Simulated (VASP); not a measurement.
# BaTiO3 in VASP: further runs, part 3 of 4

VASP 6.6.1.

### 4 Electric field gradients, PBE (volume scaled by 1.02)

INCAR

```
SYSTEM = BaTiO3
PREC = Accurate
ENCUT = 520
EDIFF = 1E-8
ISMEAR = -1
SIGMA = 0.05
LREAL = .False.
LASPH = .True.
NELM = 80
ALGO = Normal
ISIF = 2
LWAVE = .False.
LCHARG = .False.
GGA = PE
LEFG = .True.
NBANDS = 28
```

KPOINTS

```
Automatic mesh
0
Gamma
  8 8 8
  0 0 0
```

POSCAR

```
BaTiO3
1.0
    4.0104855372      0.0000000000      0.0000000000
    0.0000000000      2.8558389582      2.8646469069
    0.0000000000     -2.8558389582      2.8646469069
Ba Ti O
1 1 3
Direct
    0.0000000000      0.0000000000      0.0000000000
    0.5000000000      0.5079000000      0.5079000000
    0.0000000000      0.4921000000      0.4921000000
    0.5000000000      0.5025100000      0.9937100000
    0.5000000000      0.9937100000      0.5025100000
```

Potentials or basis: VASP PAW PBE potentials, release 64 (Ba_sv, Ti_sv, O).

Command:

```sh
cat potpaw_PBE.64/Ba_sv/POTCAR potpaw_PBE.64/Ti_sv/POTCAR potpaw_PBE.64/O/POTCAR > POTCAR
mpirun -np 1 vasp_std > vasp.out
```

OUTCAR:

```text
SYSTEM = BaTiO3
   PREC = Accurate
   ENCUT = 520
   EDIFF = 1E-8
   ISMEAR = -1
   LREAL = .False.
   LASPH = .True.
   NELM = 80
   ISIF = 2
   GGA = PE

 ion  position               nearest neighbor table
   1  0.000  0.000  0.000-   3 2.82   4 2.84   5 2.84   4 2.84   5 2.84   4 2.86   5 2.86   5 2.86
                             4 2.86   3 2.86   3 2.86   3 2.91   2 3.46   2 3.46   2 3.49   2 3.49
   2  0.500  0.508  0.508-   4 1.97   5 1.97   3 2.01   3 2.01   5 2.08   4 2.08   1 3.46   1 3.46
                             1 3.49   1 3.49   1 3.49   1 3.49   1 3.53   1 3.53
   3  0.000  0.492  0.492-   2 2.01   2 2.01   1 2.82   1 2.86   1 2.86   1 2.91
   4  0.500  0.503  0.994-   2 1.97   2 2.08   1 2.84   1 2.84   1 2.86   1 2.86
   5  0.500  0.994  0.503-   2 1.97   2 2.08   1 2.84   1 2.84   1 2.86   1 2.86

  LATTYP: Found a base centered orthorhombic cell.
 ALAT       =     5.7116779164
 B/A-ratio  =     1.0030841896
 C/A-ratio  =     0.7021554079

  Lattice vectors:

 A1 = (   0.0000000000,   2.8558389582,  -2.8646469069)
 A2 = (   0.0000000000,   2.8558389582,   2.8646469069)
 A3 = (   4.0104855372,   0.0000000000,   0.0000000000)

Analysis of symmetry for initial positions (statically):
=====================================================================
 Subroutine PRICEL returns:
 Original cell was already a primitive cell.

 Routine SETGRP: Setting up the symmetry group for a
 base centered orthorhombic supercell.

 Subroutine GETGRP returns: Found  4 space group operations
 (whereof  4 operations were pure point group operations)
 out of a pool of  8 trial point group operations.

The static configuration has the point symmetry C_2v.

Analysis of symmetry for dynamics (positions and initial velocities):
=====================================================================
 Subroutine PRICEL returns:
 Original cell was already a primitive cell.

 Routine SETGRP: Setting up the symmetry group for a
 base centered orthorhombic supercell.

 Subroutine GETGRP returns: Found  4 space group operations
 (whereof  4 operations were pure point group operations)
 out of a pool of  8 trial point group operations.

The dynamic configuration has the point symmetry C_2v.

 Subroutine INISYM returns: Found  4 space group operations
 (whereof  4 operations are pure point group operations),
 and found     1 'primitive' translations

----------------------------------------------------------------------------------------

                                     Primitive cell

  volume of cell :      65.6193

  direct lattice vectors                    reciprocal lattice vectors
     4.010485537  0.000000000  0.000000000     0.249346367  0.000000000  0.000000000
     0.000000000  2.855838958  2.864646907     0.000000000  0.175079900  0.174541581
     0.000000000 -2.855838958  2.864646907     0.000000000 -0.175079900  0.174541581

  length of vectors
     4.010485537  4.044999142  4.044999142     0.249346367  0.247220013  0.247220013

  position of ions in fractional coordinates (direct lattice)
     0.000000000  0.000000000  0.000000000
     0.500000000  0.507900000  0.507900000
     0.000000000  0.492100000  0.492100000
     0.500000000  0.502510000  0.993710000
     0.500000000  0.993710000  0.502510000

[... 102 lines left out ...]
  Thomas-Fermi vector in A             =   2.512249
   LORBIT       =      0    0 simple, 1 ext, 2 COOP (PROOUT), +10 PAW based schemes
   GGA     = PE    functional components
   LHFCALC =     F    Hartree Fock is set to
   AEXX    =    0.0000 exact exchange contribution
   IVDW    =     0    specifies the selected vdW correction
   LEPSILON=     F    determine dielectric tensor
   LRPA    =     F    only Hartree local field effects (RPA)
 non-spin polarized calculation
  energy-cutoff  :      520.00
  volume of cell :       65.62
 maximum number of plane-waves:      1793
 NGX is ok and might be reduce to    30
   NGX = 15   NGY = 15   NGZ = 15

 number of electron      39.9999989 magnetization

 Free energy of the ion-electron system (eV)
  ---------------------------------------------------
  ext. energy  EPLUGINS =         0.00000000
  ---------------------------------------------------
  free energy    TOTEN  =       -39.99177350 eV

  energy without entropy =      -39.99177350  energy(sigma->0) =      -39.99177350

 E-fermi :   4.5611     XC(G=0): -11.1363

 val. band max:        3.6586905087   @ k =   0.5000   0.5000   0.5000
 cond. band min:       5.4103069700   @ k =   0.0000   0.0000   0.0000
 fundamental gap:      1.7516164614
 Fermi energy:         4.5610698896

 k-point     1 :       0.0000    0.0000    0.0000
  band No.  band energies     occupation
      1     -53.0372      2.00000
      2     -29.2442      2.00000
      3     -29.2424      2.00000
      4     -29.2376      2.00000
      5     -21.2172      2.00000
      6     -13.1829      2.00000
[... 733 lines left out ...]
     27      11.5942      0.00000
     28      13.1099      0.00000

 [... further k-points ...]

------------------------ aborting loop because EDIFF is reached ----------------------------------------

  FORCE on cell =-STRESS in cart. coord.  units (eV):
  Direction    XX          YY          ZZ          XY          YZ          ZX
  --------------------------------------------------------------------------------------
  -------------------------------------------------------------------------------------
  Total        0.3973609      0.1445812     -0.1361577      0.0000000      0.0000000      0.0000000
  in kB        9.7020589      3.5301300     -3.3244594      0.0000000      0.0000000      0.0000000
  external PRESSURE =       3.3025765 kB  Pullay stress =       0.0000000 kB

 VOLUME and BASIS-vectors are now :
 -----------------------------------------------------------------------------
  energy-cutoff  :      520.00
  volume of cell :       65.62
      direct lattice vectors                 reciprocal lattice vectors
     4.010485537  0.000000000  0.000000000     0.249346367  0.000000000  0.000000000
     0.000000000  2.855838958  2.864646907     0.000000000  0.175079900  0.174541581
     0.000000000 -2.855838958  2.864646907     0.000000000 -0.175079900  0.174541581

 POSITION                                       TOTAL-FORCE (eV/Angst)
 -----------------------------------------------------------------------------------
      0.00000      0.00000      0.00000         0.000000      0.000000      0.085480
      2.00524      0.00000      2.90991         0.000000      0.000000      0.244828
      0.00000      0.00000      2.81939         0.000000      0.000000      0.104361
      2.00524     -1.40279      4.28614         0.000000      0.044515     -0.217334
      2.00524      1.40279      4.28614         0.000000     -0.044515     -0.217334
 -----------------------------------------------------------------------------------
    total drift:                                0.000000     -0.000000     -0.000281

  FREE ENERGIE OF THE ION-ELECTRON SYSTEM (eV)
  ---------------------------------------------------
  free  energy   TOTEN  =       -39.9917735017 eV

  energy  without entropy=      -39.9917735001  energy(sigma->0) =      -39.99177350

 Electric field gradients (V/A^2)
---------------------------------------------------------------------
 ion       V_xx      V_yy      V_zz      V_xy      V_xz      V_yz
---------------------------------------------------------------------
   1       0.678    -1.286     0.608     0.000    -0.000     0.000
   2      -5.697     2.991     2.706     0.000    -0.000    -0.000
   3      25.947   -12.548   -13.399    -0.000     0.000     0.000
   4     -13.985     6.499     7.486    -0.000     0.000   -19.538
   5     -13.985     6.499     7.486    -0.000     0.000    19.538
---------------------------------------------------------------------

 Electric field gradients after diagonalization (V/A^2)
 (convention: |V_zz| > |V_xx| > |V_yy|)
----------------------------------------------------------------------
 ion       V_xx      V_yy      V_zz     asymmetry (V_yy - V_xx)/ V_zz
----------------------------------------------------------------------
   1       0.678     0.608    -1.286       0.055
   2       2.991     2.706    -5.697       0.050
   3     -13.399   -12.548    25.947       0.033
   4     -13.985   -12.551    26.537       0.054
   5     -13.985   -12.551    26.537       0.054
----------------------------------------------------------------------

           NMR quadrupolar parameters

 Cq : quadrupolar parameter    Cq=e*Q*V_zz/h
 eta: asymmetry parameters     (V_yy - V_xx)/ V_zz
 Q  : nuclear electric quadrupole moment in mb (millibarn)
----------------------------------------------------------------------
 ion       Cq(MHz)       eta       Q (mb)
----------------------------------------------------------------------
   1      -0.003       0.055       1.000
   2      -0.014       0.050       1.000
   3       0.063       0.033       1.000
   4       0.064       0.054       1.000
   5       0.064       0.054       1.000
----------------------------------------------------------------------
```

OSZICAR:

```text
N       E                     dE             d eps       ncg     rms          rms(c)
DAV:   1     0.432075494973E+03    0.43208E+03   -0.20885E+04  5880   0.154E+03
DAV:   2    -0.445554801570E+01   -0.43653E+03   -0.41594E+03  6760   0.424E+02
DAV:   3    -0.489199040030E+02   -0.44464E+02   -0.44060E+02  8176   0.133E+02
[... 12 lines left out ...]
DAV:  16    -0.399917735706E+02    0.92190E-06   -0.25149E-06  6952   0.152E-02    0.182E-03
DAV:  17    -0.399917735418E+02    0.28839E-07   -0.17146E-07  8780   0.240E-03    0.998E-04
DAV:  18    -0.399917735180E+02    0.23758E-07   -0.26719E-08  5128   0.122E-03    0.694E-04
DAV:  19    -0.399917735058E+02    0.12245E-07   -0.90369E-09  4832   0.883E-04    0.265E-04
DAV:  20    -0.399917735017E+02    0.40723E-08   -0.41602E-09  3888   0.507E-04
   1 F= -.39991774E+02 E0= -.39991774E+02  d E =-.162739E-08
```

It took 94 s on 1 thread of Intel Xeon 6975P-C (Granite Rapids), shared host; peak memory 0.31 GiB.

What came out:

| Property | Result |
| --- | --- |
| Free energy | -39.9918 eV |
| Pressure | 0.3 GPa |
| Largest force | 0.245 eV/Å |
| Band gap on the k mesh | 1.75 eV, indirect (least direct gap 1.95 eV) |

Forces in eV/Å, atoms in the order of the input:
```
Ba   0.000  0.000  0.085
Ti   0.000  0.000  0.245
O    0.000  0.000  0.104
O    0.000  0.045 -0.217
O    0.000 -0.045 -0.217
```

Levels at points of the mesh, in eV from the valence-band top:
```tsv
k point	band 18	band 19	band 20	band 21	band 22	band 23
(0.00, 0.00, 0.00)	-0.26	-0.22	-0.20	1.75	1.78	1.85
(0.50, 0.00, 0.00)	-1.77	-0.78	-0.74	1.92	3.42	3.45
(0.00, 0.50, 0.00)	-1.69	-0.76	-0.73	1.94	3.39	3.40
(0.50, 0.50, 0.00)	-0.88	-0.88	-0.08	3.40	3.45	3.82
(0.00, 0.50, 0.50)	-0.93	-0.91	-0.12	3.39	3.42	3.79
(0.50, 0.50, 0.50)	-0.03	0.00	0.00	4.03	4.04	4.06
```

Electric field gradients, principal values (V/Å²):
| atom | least | middle | greatest (by size) |
| --- | --- | --- | --- |
| 1 Ba | 0.608 | 0.678 | -1.286 |
| 2 Ti | 2.706 | 2.991 | -5.697 |
| 3 O | -12.548 | -13.399 | 25.947 |
| 4 O | -12.551 | -13.985 | 26.537 |
| 5 O | -12.551 | -13.985 | 26.537 |

Caveat: without QUAD_EFG the Cq values of the log hold for a quadrupole moment of 1 mb, not for the nuclei; spin-orbit coupling is left out, which moves the levels of the heavy elements.

### 5 Electric field gradients, PBE (volume scaled by 1.06)

INCAR

```
SYSTEM = BaTiO3
  ALGO = Normal
  EDIFF = 1E-8
  ENCUT = 520
  GGA = PE
  ISIF = 2
  ISMEAR = -1
  LASPH = .TRUE.
  LCHARG = .FALSE.
  LEFG = .TRUE.
  LREAL = .FALSE.
  LWAVE = .FALSE.
  NBANDS = 28
  NELM = 60
  PREC = Accurate
  SIGMA = 0.05
```

KPOINTS

```
k-points
0
G
  8 8 8
  0 0 0
```

POSCAR: that of step 4 with these lines changed.

```diff
@@ -2,5 +2,5 @@
 1.0
-    4.0104855372      0.0000000000      0.0000000000
-    0.0000000000      2.8558389582      2.8646469069
-    0.0000000000     -2.8558389582      2.8646469069
+    4.0622394458      0.0000000000      0.0000000000
+    0.0000000000      2.8926925578      2.9016141701
+    0.0000000000     -2.8926925578      2.9016141701
 Ba Ti O
```

Potentials or basis: VASP PAW PBE potentials, release 64 (Ba_sv, Ti_sv, O).

Command:

```sh
cat potpaw_PBE.64/Ba_sv/POTCAR potpaw_PBE.64/Ti_sv/POTCAR potpaw_PBE.64/O/POTCAR > POTCAR
mpirun -np 1 vasp_std > vasp.out
```

OUTCAR:

```text
SYSTEM = BaTiO3
   EDIFF = 1E-8
   ENCUT = 520
   GGA = PE
   ISIF = 2
   ISMEAR = -1
   LASPH = .TRUE.
   LREAL = .FALSE.
   NELM = 60
   PREC = Accurate

 ion  position               nearest neighbor table
   1  0.000  0.000  0.000-   3 2.86   4 2.88   5 2.88   4 2.88   5 2.88   4 2.89   5 2.89   5 2.89
                             4 2.89   3 2.89   3 2.89   3 2.95   2 3.50   2 3.50   2 3.53   2 3.53
   2  0.500  0.508  0.508-   4 1.99   5 1.99   3 2.03   3 2.03   5 2.11   4 2.11   1 3.50   1 3.50
                             1 3.53   1 3.53   1 3.53   1 3.53   1 3.58   1 3.58
   3  0.000  0.492  0.492-   2 2.03   2 2.03   1 2.86   1 2.89   1 2.89   1 2.95
   4  0.500  0.503  0.994-   2 1.99   2 2.11   1 2.88   1 2.88   1 2.89   1 2.89
   5  0.500  0.994  0.503-   2 1.99   2 2.11   1 2.88   1 2.88   1 2.89   1 2.89

  LATTYP: Found a base centered orthorhombic cell.
 ALAT       =     5.7853851156
 B/A-ratio  =     1.0030841896
 C/A-ratio  =     0.7021554079

  Lattice vectors:

 A1 = (   0.0000000000,   2.8926925578,  -2.9016141701)
 A2 = (   0.0000000000,   2.8926925578,   2.9016141701)
 A3 = (   4.0622394458,   0.0000000000,   0.0000000000)

Analysis of symmetry for initial positions (statically):
=====================================================================
 Subroutine PRICEL returns:
 Original cell was already a primitive cell.

 Routine SETGRP: Setting up the symmetry group for a
 base centered orthorhombic supercell.

 Subroutine GETGRP returns: Found  4 space group operations
 (whereof  4 operations were pure point group operations)
 out of a pool of  8 trial point group operations.

The static configuration has the point symmetry C_2v.

[... 923 lines left out ...]
  -------------------------------------------------------------------------------------
  Total       -2.0686876     -2.2726996     -2.5394095      0.0000000      0.0000000      0.0000000
  in kB      -48.6035546    -53.3967905    -59.6631068      0.0000000      0.0000000      0.0000000
  external PRESSURE =     -53.8878173 kB  Pullay stress =       0.0000000 kB

 VOLUME and BASIS-vectors are now :
 -----------------------------------------------------------------------------
  energy-cutoff  :      520.00
  volume of cell :       68.19
      direct lattice vectors                 reciprocal lattice vectors
     4.062239446  0.000000000  0.000000000     0.246169635  0.000000000  0.000000000
     0.000000000  2.892692558  2.901614170     0.000000000  0.172849340  0.172317879
     0.000000000 -2.892692558  2.901614170     0.000000000 -0.172849340  0.172317879

 POSITION                                       TOTAL-FORCE (eV/Angst)
 -----------------------------------------------------------------------------------
      0.00000      0.00000      0.00000         0.000000      0.000000      0.082533
      2.03112      0.00000      2.94746         0.000000      0.000000      0.366807
      0.00000      0.00000      2.85577         0.000000      0.000000      0.115206
      2.03112     -1.42089      4.34145         0.000000      0.129358     -0.282273
      2.03112      1.42089      4.34145         0.000000     -0.129358     -0.282273
 -----------------------------------------------------------------------------------
    total drift:                                0.000000     -0.000000     -0.000317

  FREE ENERGIE OF THE ION-ELECTRON SYSTEM (eV)
  ---------------------------------------------------
  free  energy   TOTEN  =       -39.9522400128 eV

  energy  without entropy=      -39.9522400091  energy(sigma->0) =      -39.95224001

 Electric field gradients (V/A^2)
---------------------------------------------------------------------
 ion       V_xx      V_yy      V_zz      V_xy      V_xz      V_yz
---------------------------------------------------------------------
   1       0.682    -1.192     0.509     0.000     0.000    -0.000
   2      -5.368     2.790     2.579    -0.000    -0.000    -0.000
   3      29.207   -14.181   -15.026     0.000    -0.000    -0.000
   4     -15.589     7.312     8.276     0.000     0.000   -21.954
   5     -15.589     7.312     8.276    -0.000     0.000    21.954
---------------------------------------------------------------------

 Electric field gradients after diagonalization (V/A^2)
 (convention: |V_zz| > |V_xx| > |V_yy|)
----------------------------------------------------------------------
 ion       V_xx      V_yy      V_zz     asymmetry (V_yy - V_xx)/ V_zz
----------------------------------------------------------------------
   1       0.682     0.509    -1.192       0.145
   2       2.790     2.579    -5.368       0.039
   3     -15.026   -14.181    29.207       0.029
   4     -15.589   -14.164    29.753       0.048
   5     -15.589   -14.164    29.753       0.048
----------------------------------------------------------------------

           NMR quadrupolar parameters

 Cq : quadrupolar parameter    Cq=e*Q*V_zz/h
 eta: asymmetry parameters     (V_yy - V_xx)/ V_zz
 Q  : nuclear electric quadrupole moment in mb (millibarn)
----------------------------------------------------------------------
 ion       Cq(MHz)       eta       Q (mb)
----------------------------------------------------------------------
   1      -0.003       0.145       1.000
   2      -0.013       0.039       1.000
   3       0.071       0.029       1.000
   4       0.072       0.048       1.000
   5       0.072       0.048       1.000
----------------------------------------------------------------------
```

stdout:

```text
POSCAR found type information on POSCAR BaTiO
 POSCAR found :  3 types and       5 ions
 scaLAPACK will be used
 LDA part: xc-table for (Slater+PW92), standard interpolation
 POSCAR, INCAR and KPOINTS ok, starting setup
 FFT: planning ... GRIDC
 FFT: planning ... GRID_SOFT
 FFT: planning ... GRID
 WAVECAR not read
 entering main loop
ion   1

ion   2

ion   3

ion   4

ion   5
```

Run time: 92 s. Hardware: 1 thread of Intel Xeon 6975P-C (Granite Rapids), shared host; peak memory 0.31 GiB.

What came out:

- Free energy: -39.9522 eV
- Pressure: -5.4 GPa
- Largest force: 0.367 eV/Å
- Band gap on the k mesh: 1.67 eV, indirect (least direct gap 1.90 eV)

Forces on the atoms (eV/Å):
```
Ba   0.000  0.000  0.083
Ti   0.000  0.000  0.367
O    0.000  0.000  0.115
O    0.000  0.129 -0.282
O    0.000 -0.129 -0.282
```

Stress tensor (GPa, compression positive):
```
-4.86  0.00  0.00
 0.00 -5.34  0.00
 0.00  0.00 -5.97
```

Electric field gradients, principal values (V/Å²):
```csv
atom,least,middle,greatest (by size)
1 Ba,0.509,0.682,-1.192
2 Ti,2.579,2.790,-5.368
3 O,-14.181,-15.026,29.207
4 O,-14.164,-15.589,29.753
5 O,-14.164,-15.589,29.753
```

Caveat: without QUAD_EFG the Cq values of the log hold for a quadrupole moment of 1 mb, not for the nuclei; spin-orbit coupling is left out, which moves the levels of the heavy elements. A k mesh can miss the band edges.

(Part 3 of 4 ends here.)
